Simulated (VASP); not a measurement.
# BAs (I-4m2) in VASP: a series of runs, part 2 of 2

VASP 6.6.1.

## 3. Single point, HSE06 (uniaxial z strain +5.1%)

POSCAR reads:

```
BAs
1.0
    0.0000000000      2.3918699019      2.5143336409
    2.3918699019      0.0000000000      2.5143336409
    2.3918699019      2.3918699019      0.0000000000
B As
1 1
Direct
    0.0000000000      0.0000000000      0.0000000000
    0.2500000000      0.2500000000      0.2500000000
```

INCAR.step1 reads:

```
SYSTEM = BAs
PREC = Accurate
ENCUT = 520
EDIFF = 1E-5
ISMEAR = 0
SIGMA = 0.01
LREAL = .False.
LASPH = .True.
NELM = 100
ALGO = Normal
ISIF = 2
LWAVE = .True.
LCHARG = .False.
NBANDS = 11
GGA = PE
```

INCAR.step2 reads:

```
SYSTEM = BAs
PREC = Accurate
ENCUT = 520
EDIFF = 1E-6
ISMEAR = 0
SIGMA = 0.01
LREAL = .False.
LASPH = .True.
NELM = 100
ALGO = Normal
ISIF = 2
LWAVE = .False.
LCHARG = .False.
GGA = PE
LHFCALC = .True.
HFSCREEN = 0.2079
PRECFOCK = Normal
NBANDS = 11
ISTART = 1
```

KPOINTS reads:

```
regular mesh
0
Gamma
  6 6 6
  0 0 0
```

Potentials or basis: VASP PAW PBE potentials, release 64 (B, As).

On the command line:

```console
> cat potpaw_PBE.64/B/POTCAR potpaw_PBE.64/As/POTCAR > POTCAR
> cp INCAR.step1 INCAR
> mpirun -np 1 vasp_std > vasp.out
> cp INCAR.step2 INCAR
> mpirun -np 1 vasp_std > vasp.out
```

OUTCAR:

```text
SYSTEM = BAs
   PREC = Accurate
   ENCUT = 520
   EDIFF = 1E-6
   ISMEAR = 0
   LREAL = .False.
   LASPH = .True.
   NELM = 100
   ISIF = 2
   GGA = PE
   LHFCALC = .True.
   HFSCREEN = 0.2079
   PRECFOCK = Normal
   ISTART = 1

 ion  position               nearest neighbor table
   1  0.000  0.000  0.000-   2 2.11   2 2.11   2 2.11   2 2.11
   2  0.250  0.250  0.250-   1 2.11   1 2.11   1 2.11   1 2.11

  LATTYP: Found a body centered tetragonal cell.
 ALAT       =     3.3826148547
 C/A-ratio  =     1.4866212968

  Lattice vectors:

 A1 = (  -2.3918699019,   0.0000000000,   2.5143336409)
 A2 = (   2.3918699019,   0.0000000000,   2.5143336409)
 A3 = (   0.0000000000,   2.3918699019,  -2.5143336409)

Analysis of symmetry for initial positions (statically):
=====================================================================
 Subroutine PRICEL returns:
 Original cell was already a primitive cell.

 Routine SETGRP: Setting up the symmetry group for a
 body centered tetragonal supercell.

 Subroutine GETGRP returns: Found  8 space group operations
 (whereof  8 operations were pure point group operations)
 out of a pool of 16 trial point group operations.

The static configuration has the point symmetry D_2d.

Analysis of symmetry for dynamics (positions and initial velocities):
=====================================================================
 Subroutine PRICEL returns:
 Original cell was already a primitive cell.

 Routine SETGRP: Setting up the symmetry group for a
 body centered tetragonal supercell.

 Subroutine GETGRP returns: Found  8 space group operations
 (whereof  8 operations were pure point group operations)
 out of a pool of 16 trial point group operations.

The dynamic configuration has the point symmetry D_2d.

 Subroutine INISYM returns: Found  8 space group operations
 (whereof  8 operations are pure point group operations),
 and found     1 'primitive' translations

----------------------------------------------------------------------------------------

                                     Primitive cell

  volume of cell :      28.7692

  direct lattice vectors                    reciprocal lattice vectors
     0.000000000  2.391869902  2.514333641    -0.209041470  0.209041470  0.198859846
     2.391869902  0.000000000  2.514333641     0.209041470 -0.209041470  0.198859846
     2.391869902  2.391869902  0.000000000     0.209041470  0.209041470 -0.198859846

  length of vectors
     3.470290375  3.470290375  3.382614855     0.356289083  0.356289083  0.356289083

  position of ions in fractional coordinates (direct lattice)
     0.000000000  0.000000000  0.000000000
     0.250000000  0.250000000  0.250000000

  ion indices of the primitive-cell ions
   primitive index   ion index
                 1           1
                 2           2

----------------------------------------------------------------------------------------

 KPOINTS: regular mesh

Automatic generation of k-mesh.
 Grid dimensions read from file:
 generate k-points for:    6    6    6

 Generating k-lattice:

  Cartesian coordinates                     Fractional coordinates (reciprocal lattice)
[... 47 lines left out ...]
   ions per type =               1   1
   NGX,Y,Z   is equivalent  to a cutoff of  13.41, 13.41, 13.76 a.u.
   NGXF,Y,Z  is equivalent  to a cutoff of  26.83, 26.83, 27.52 a.u.
 SYSTEM =  BAs
   PREC   = accura    normal or accurate (medium, high low for compatibility)
   ISTART =      1    job   : 0-new  1-cont  2-samecut
   ICHARG =      0    charge: 1-file 2-atom 10-const
   ISPIN  =      1    spin polarized calculation?
   LNONCOLLINEAR =      F non collinear calculations
   LSORBIT =      F    spin-orbit coupling
   LASPH  =      T    aspherical Exc in radial PAW
   ENCUT  =  520.0 eV  38.22 Ry    6.18 a.u.   6.45  6.45  6.29*2*pi/ulx,y,z
   NELM   =    100;   NELMIN=  2; NELMDL=  0     # of ELM steps
   EDIFF  = 0.1E-05   stopping-criterion for ELM
   LREAL  =      F    real-space projection
   EDIFFG = 0.1E-04   stopping-criterion for IOM
   NSW    =      0    number of steps for IOM
   IBRION =     -1    ionic relax: 0-MD 1-quasi-New 2-CG
   NFREE  =      0    steps in history (QN), initial steepest desc. (CG)
   ISIF   =      2    stress and relaxation
   ISYM   =      3    0-nonsym 1-usesym 2-fastsym
   POTIM  = 0.5000    time-step for ionic-motion
   TEBEG  =    0.0;   TEEND  =   0.0 temperature during run
   PSTRESS=    0.0 pullay stress
   NELECT =       8.0000    total number of electrons
   NUPDOWN=      -1.0000    fix difference up-down
   EMIN   =  10.00;   EMAX   =-10.00  energy-range for DOS
   EFERMI =   0.00;   METHOD = LEGACY
   ISMEAR =     0;   SIGMA  =   0.01  broadening in eV -4-tet -1-fermi 0-gaus
   EFERMI_NEDOS =   21; number of points for ismear=-14 and -15
   IALGO  =     38    algorithm
   IMIX   =      1    mixing-type and parameters
     AMIX     =   0.40;   BMIX     =  1.00
     AMIX_MAG =   1.60;   BMIX_MAG =  1.00
  volume/ion in A,a.u.               =      14.38        97.07
  Fermi-wavevector in a.u.,A,eV,Ry     =   1.068552  2.019270 15.535166  1.141802
  Thomas-Fermi vector in A             =   2.204203
   LORBIT       =      0    0 simple, 1 ext, 2 COOP (PROOUT), +10 PAW based schemes
   GGA     = PE    functional components
   LHFCALC =     T    Hartree Fock is set to
   PRECFOCK=normal    Normal, Fast or Accurate (Low or Medium for compatibility)
   ENCUT4O =  -1.0   cutoff for four orbital integrals eV
   NKREDX  =     1    reduce k-point grid by
   NKREDY  =     1    reduce k-point grid by
   NKREDZ  =     1    reduce k-point grid by
   AEXX    =    0.2500 exact exchange contribution
   HFSCREEN=    0.2079 screening length (either q_TF or 0.3 A-1)
   HFSCREENC=   0.2079 screening length for correlation (either q_TF or 0.3 A-1)
   ENCUTFOCK=  -1.0 apply spherical cutoff to Coloumb kernel
   IVDW    =     0    specifies the selected vdW correction
   LEPSILON=     F    determine dielectric tensor
   LRPA    =     F    only Hartree local field effects (RPA)
 non-spin polarized calculation
 Gauss-broadening in eV      SIGMA  =   0.01
  energy-cutoff  :      520.00
  volume of cell :       28.77
 maximum number of plane-waves:       794
 NGX is ok and might be reduce to    28
  NGX = 20; NGY = 20; NGZ = 20

 number of electron       7.9999999 magnetization

 Free energy of the ion-electron system (eV)
  ---------------------------------------------------
  ext. energy  EPLUGINS =         0.00000000
  ---------------------------------------------------
  free energy    TOTEN  =       -13.16956896 eV

  energy without entropy =      -13.16956896  energy(sigma->0) =      -13.16956896

 E-fermi :   5.4043     XC(G=0):  -8.5821

 val. band max:        5.3106194006   @ k =   0.0000   0.0000   0.0000
 cond. band min:       6.9196117764   @ k =   0.3333   0.0000   0.3333
 fundamental gap:      1.6089923758
 Fermi energy:         5.4042588692

 k-point     1 :       0.0000    0.0000    0.0000
  band No.  band energies     occupation
      1     -11.2992      2.00000
      2       4.7881      2.00000
      3       5.3106      2.00000
      4       5.3106      2.00000
      5       9.0875      0.00000
      6       9.0875      0.00000
      7       9.4082      0.00000
      8      10.2393      0.00000
      9      15.4904      0.00000
     10      18.1692      0.00000
     11      19.4725      0.00000
[... 309 lines left out ...]
 k-point    24 :       0.5000    0.0000    0.3333
  band No.  band energies     occupation
      1      -7.4078      2.00000
      2      -3.0609      2.00000
      3      -0.0313      2.00000
      4       1.2086      2.00000
      5       7.5172      0.00000
      6       9.5783      0.00000
      7      14.9068      0.00000
      8      16.0635      0.00000
      9      18.4894      0.00000
     10      21.5491      0.00000
     11      22.2109      0.00000

 [... further k-points ...]

------------------------ aborting loop because EDIFF is reached ----------------------------------------

  FORCE on cell =-STRESS in cart. coord.  units (eV):
  Direction    XX          YY          ZZ          XY          YZ          ZX
  --------------------------------------------------------------------------------------
  -------------------------------------------------------------------------------------
  Total       -0.6858565     -0.6858565     -2.7267862      0.0000000      0.0000000      0.0000000
  in kB      -38.1958168    -38.1958168   -151.8565951      0.0000000      0.0000000      0.0000000
  external PRESSURE =     -76.0827429 kB  Pullay stress =       0.0000000 kB

 VOLUME and BASIS-vectors are now :
 -----------------------------------------------------------------------------
  energy-cutoff  :      520.00
  volume of cell :       28.77
      direct lattice vectors                 reciprocal lattice vectors
     0.000000000  2.391869902  2.514333641    -0.209041470  0.209041470  0.198859846
     2.391869902  0.000000000  2.514333641     0.209041470 -0.209041470  0.198859846
     2.391869902  2.391869902  0.000000000     0.209041470  0.209041470 -0.198859846

 POSITION                                       TOTAL-FORCE (eV/Angst)
 -----------------------------------------------------------------------------------
      0.00000      0.00000      0.00000         0.000000      0.000000     -0.000000
      1.19593      1.19593      1.25717        -0.000000     -0.000000      0.000000
 -----------------------------------------------------------------------------------
    total drift:                               -0.000000     -0.000000      0.000000

  FREE ENERGIE OF THE ION-ELECTRON SYSTEM (eV)
  ---------------------------------------------------
  free  energy   TOTEN  =       -13.1695689607 eV

  energy  without entropy=      -13.1695689607  energy(sigma->0) =      -13.16956896
```

Wall time 12 min (1 thread of Intel Xeon Platinum 8488C (Sapphire Rapids), shared host); peak memory 0.27 GiB.

Results:

| Item | Value |
| --- | --- |
| Free energy | -13.1696 eV |
| Pressure | -7.6 GPa |
| Band gap on the k mesh | 1.61 eV, indirect (least direct gap 3.78 eV) |

Caveat: the cell differs from its parent crystal (uniaxial z strain +5.1%); the PAW data sets were made with another functional, which shifts forces and pressure a little.
